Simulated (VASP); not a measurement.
# NiO (Fm-3m) in VASP: notebook, part 2 of 2

VASP 6.6.1.

## 3. Single point, PBE+U, collinear spin, ferromagnetic start

Contents of POSCAR:

```
NiO
1.0
    0.0000000000      2.0859016414      2.0859016414
    2.0859016414      0.0000000000      2.0859016414
    2.0859016414      2.0859016414      0.0000000000
Ni O
1 1
Direct
    0.0000000000      0.0000000000      0.0000000000
    0.5000000000      0.5000000000      0.5000000000
```

Contents of INCAR.step1:

```
ALGO = Normal
EDIFF = 1E-6
ENCUT = 520
GGA = PE
ISIF = 2
ISMEAR = 1
ISPIN = 2
LASPH = T
LCHARG = T
LDAU = T
LDAUJ = 0 0
LDAUL = 2 -1
LDAUPRINT = 1
LDAUTYPE = 2
LDAUU = 7 0
LMAXMIX = 4
LREAL = F
LWAVE = F
MAGMOM = 1 0
NBANDS = 19
NELM = 150
PREC = Accurate
SIGMA = 0.05
```

Contents of KPOINTS.step1:

```
k-points
0
Gamma
  11 11 11
```

Contents of INCAR.step2:

```
ALGO = Normal
EDIFF = 1E-6
ENCUT = 520
GGA = PE
ICHARG = 11
ISIF = 2
ISMEAR = -5
ISPIN = 2
LASPH = T
LCHARG = F
LDAU = T
LDAUJ = 0 0
LDAUL = 2 -1
LDAUPRINT = 1
LDAUTYPE = 2
LDAUU = 7 0
LMAXMIX = 4
LORBIT = 10
LREAL = F
LWAVE = F
MAGMOM = 1 0
NEDOS = 2001
NELM = 150
PREC = Accurate
SIGMA = 0.05
```

Contents of KPOINTS.step2:

```
k-points
0
Gamma
  17 17 17
```

Potentials or basis: VASP PAW PBE potentials, release 64 (Ni, O).

The run is started by

```
> cat potpaw_PBE.64/Ni/POTCAR potpaw_PBE.64/O/POTCAR > POTCAR
> cp INCAR.step1 INCAR
> cp KPOINTS.step1 KPOINTS
> mpirun -np 1 vasp_std > vasp.out
> cp INCAR.step2 INCAR
> cp KPOINTS.step2 KPOINTS
> mpirun -np 1 vasp_std > vasp.out
```

Wall time 30 s (1 thread of Intel Xeon 6975P-C (Granite Rapids), shared host); peak memory 0.19 GiB.

The run converged. Its results:

* Net moment: 2.00 μB per cell
* Site moments: Ni +1.85; O +0.15 μB
* Valence electrons inside the program's atomic spheres: Ni 9.01; O 5.04

Levels at points of the mesh, in eV from the valence-band top:
Spin up:
```
           k point  band 7  band 8  band 9  band 10  band 11  band 12
(0.00, 0.00, 0.00)   -1.26   -1.26   -1.26     2.91    17.72    17.72
```
Spin down:
```tsv
k point	band 4	band 5	band 6	band 7	band 8	band 9	band 10	band 11
(0.00, 0.00, 0.00)	-4.33	-0.94	-0.94	-0.94	2.96	2.96	3.25	18.00
```

Eigenvalues of the final occupation matrices:
```tsv
site	spin	trace	eigenvalues
site 1 d	1	5.05	0.99 0.99 0.99 1.04 1.04
site 1 d	2	3.22	0.13 0.13 0.99 0.99 0.99
```

Caveat: a cell with one magnetic atom can't hold antiferromagnetic order, which such compounds often take. The state reached can hang on the start; a lower one may exist.

## 4. Relaxation of cell and atoms, PBE+D3(BJ)+U, collinear spin, ferromagnetic start

Contents of INCAR:

```
ALGO = Normal
EDIFF = 1E-7
EDIFFG = -0.01
ENCUT = 600
GGA = PE
IBRION = 2
ISIF = 3
ISMEAR = 0
ISPIN = 2
IVDW = 12
LASPH = T
LCHARG = F
LDAU = T
LDAUJ = 0 0
LDAUL = 2 -1
LDAUPRINT = 1
LDAUTYPE = 2
LDAUU = 8 0
LMAXMIX = 4
LORBIT = 11
LREAL = F
LWAVE = F
MAGMOM = -0.97 0
NELM = 150
NSW = 60
PREC = Accurate
SIGMA = 0.1
```

Contents of KPOINTS:

```
k-points
0
Gamma
  11 11 11
```

POSCAR is that of step 3.

The run is started by

```
> cat potpaw_PBE.64/Ni/POTCAR potpaw_PBE.64/O/POTCAR > POTCAR
> mpirun -np 1 vasp_std > vasp.out
```

Run time: 27 s. Hardware: 1 thread of Intel Xeon 6975P-C (Granite Rapids), shared host; peak memory 0.17 GiB.

The run converged. Its results:

| Property | Result |
| --- | --- |
| Free energy | -10.5059 eV |
| Relaxed volume | 8.96 Å³/atom |
| Relaxed cell | a = 2.937 Å, b = 2.937 Å, c = 2.937 Å, α = 60.00°, β = 60.00°, γ = 60.00° |
| Space group after relaxing (to 0.1 Å) | Fm-3m (No. 225) |
| Energy gained by relaxing | 1.0 meV/atom |
| Ionic steps | 3 |
| Pressure after relaxing | 0.0 GPa |
| Band gap on the k mesh | 3.18 eV (least direct gap 3.99 eV) |
| Net moment | -2.00 μB per cell |
| Site moments | Ni -1.88; O -0.13 μB |
| Valence electrons inside the program's atomic spheres | Ni 9.05; O 5.04 |
| Dispersion energy per atom | -0.269 eV |

The path:
```
step  energy change (eV)  largest force (eV/Å)  pressure (GPa)  volume (Å³)
   1              0.0000                0.0000           -2.60        18.15
   2             -0.0010                0.0000            1.87        17.77
   3             -0.0019                0.0000            0.03        17.92
```

Final structure:
```cif
data_structure
_symmetry_space_group_name_H-M 'P 1'
_symmetry_Int_Tables_number 1
_cell_length_a 2.9374
_cell_length_b 2.9374
_cell_length_c 2.9374
_cell_angle_alpha 60.000
_cell_angle_beta 60.000
_cell_angle_gamma 60.000
_cell_volume 17.92
loop_
_atom_site_label
_atom_site_type_symbol
_atom_site_fract_x
_atom_site_fract_y
_atom_site_fract_z
_atom_site_occupancy
Ni1 Ni 0.00000 0.00000 0.00000 1
O1 O 0.50000 0.50000 0.50000 1
```

Levels at points of the mesh, in eV from the valence-band top:
Spin up:
```tsv
k point	band 3	band 4	band 5	band 6	band 7	band 8	band 9	band 10	band 11	band 12
(0.00, 0.00, 0.00)	-4.72	-4.72	-0.81	-0.81	-0.81	3.51	3.51	3.52	17.80	17.80
```
Spin down:
```tsv
k point	band 6	band 7	band 8	band 9	band 10	band 11	band 12
(0.00, 0.00, 0.00)	-5.73	-1.09	-1.09	-1.09	3.18	17.51	17.51
```

Eigenvalues of the final occupation matrices:
```tsv
site	spin	trace	eigenvalues
site 1 d	1	3.21	0.12 0.12 0.99 0.99 0.99
site 1 d	2	5.08	0.99 0.99 0.99 1.05 1.05
```

Caveat: an odd mesh through Γ misses points on the zone boundary, where band edges can lie; a cell with one magnetic atom can't hold antiferromagnetic order, which such compounds often take.

## 5. Elastic constants, PBEsol+U, collinear spin, ferromagnetic start

This run uses another cell than the first one, of 8.35 Å³/atom.

Contents of INCAR:

```
ALGO = Normal
EDIFF = 1E-8
ENCUT = 600
GGA = PS
IBRION = 6
ISIF = 3
ISMEAR = 0
ISPIN = 2
LASPH = T
LCHARG = T
LDAU = T
LDAUJ = 0 0
LDAUL = 2 -1
LDAUPRINT = 1
LDAUTYPE = 2
LDAUU = 2 0
LMAXMIX = 4
LORBIT = 11
LREAL = F
LWAVE = F
MAGMOM = 1 0
NELM = 150
NFREE = 2
NSW = 1
POTIM = 0.015
PREC = Accurate
SIGMA = 0.1
```

Contents of KPOINTS:

```
k-points
0
Gamma
  9 9 9
```

Contents of POSCAR:

```
NiO
1.0
    0.0000000000      2.0287246290      2.0287246290
    2.0287246290      0.0000000000      2.0287246290
    2.0287246290      2.0287246290      0.0000000000
Ni O
1 1
Direct
    0.0000000000      0.0000000000      0.0000000000
    0.5000000000      0.5000000000      0.5000000000
```

The run is started by

```
> cat potpaw_PBE.64/Ni/POTCAR potpaw_PBE.64/O/POTCAR > POTCAR
> mpirun -np 1 vasp_std > vasp.out
```

It took 5.2 min on 1 thread of Intel Xeon 6975P-C (Granite Rapids), shared host; peak memory 0.29 GiB.

Results (log left out):

```
Net moment                                              : 1.97 μB per cell
Site moments                                            : Ni +1.64; O +0.30 μB
Valence electrons inside the program's atomic spheres   : Ni 9.17; O 5.03
Elastic constants C11, C12, C44                         : 475, 157, 67 GPa
Voigt bulk modulus                                      : 263 GPa
Highest phonon frequency at Γ, LO-TO splitting left out : 311 cm⁻¹
```

Phonon frequencies in cm⁻¹ (negative: imaginary):
```
              q point        frequencies
(0.000, 0.000, 0.000)  0 0 0 311 311 311
```

Elastic tensor in Voigt notation (GPa, in the Cartesian axes of the cell as first typed):
```
475 157 157   0   0   0
157 475 157   0   0   0
157 157 475   0   0   0
  0   0   0  67   0   0
  0   0   0   0  67   0
  0   0   0   0   0  67
```

Eigenvalues of the final occupation matrices:
```csv
site,spin,trace,eigenvalues
site 1 d,1,4.97,0.97 0.97 0.97 1.03 1.03
site 1 d,2,3.36,0.23 0.23 0.97 0.97 0.97
```

Clamped-ion elastic tensor (GPa):
```
475 157 157   0   0   0
157 475 157   0   0   0
157 157 475   0   0   0
  0   0   0  67   0   0
  0   0   0   0  67   0
  0   0   0   0   0  67
```

Caveat: the cell is under stress, which shifts elastic constants; the PAW data sets were made with another functional, which shifts forces and pressure a little; a cell with one magnetic atom can't hold antiferromagnetic order, which such compounds often take. The state reached can hang on the start; a lower one may exist.

## 6. Overview

| task | level | U | cell | k mesh | cutoff (eV) | smearing | k mesh for the DOS | occupations for the DOS | ions in elastic constants | gap on the mesh (eV) | pressure (GPa) | moment (μB) |
| --- | --- | --- | --- | --- | --- | --- | --- | --- | --- | --- | --- | --- |
| single point | r2SCAN+D4+U | Ni d U = 5.0 eV | a = 2.950 Å, angles 60.0°, 2 atoms | 11 × 11 × 11 | 520 | fermi-dirac 0.1 eV | - | - | - | 3.26 | -2.1 | 2.00 |
| single point | PBE+U | Ni d U = 7.0 eV | a = 2.950 Å, angles 60.0°, 2 atoms | 11 × 11 × 11 | 520 | methfessel-paxton 0.05 eV | 17 × 17 × 17 | tetrahedron | - | - | - | 2.00 |
| relaxation of cell and atoms | PBE+D3(BJ)+U | Ni d U = 8.0 eV | relaxed from a = 2.950 Å, angles 60.0°, 2 atoms | 11 × 11 × 11 | 600 | gaussian 0.1 eV | - | - | - | 3.18 | 0.0 | 2.00 |
| elastic constants | PBEsol+U | Ni d U = 2.0 eV | a = 2.869 Å, angles 60.0°, 2 atoms | 9 × 9 × 9 | 600 | gaussian 0.1 eV | - | - | relaxed | - | - | 1.97 |

Alike in all rows: potentials or basis VASP PAW PBE potentials, release 64 (Ni, O); spin collinear, ferromagnetic start.

Caveats: a cell with one magnetic atom can't hold antiferromagnetic order, which such compounds often take; the PAW data sets were made with another functional, which shifts forces and pressure a little (at least some runs); an odd mesh through Γ misses points on the zone boundary, where band edges can lie (at least some runs); the cell is under stress, which shifts elastic constants (at least some runs).

Total energies depend on the potentials used, so only differences within one code and one set of settings carry meaning.
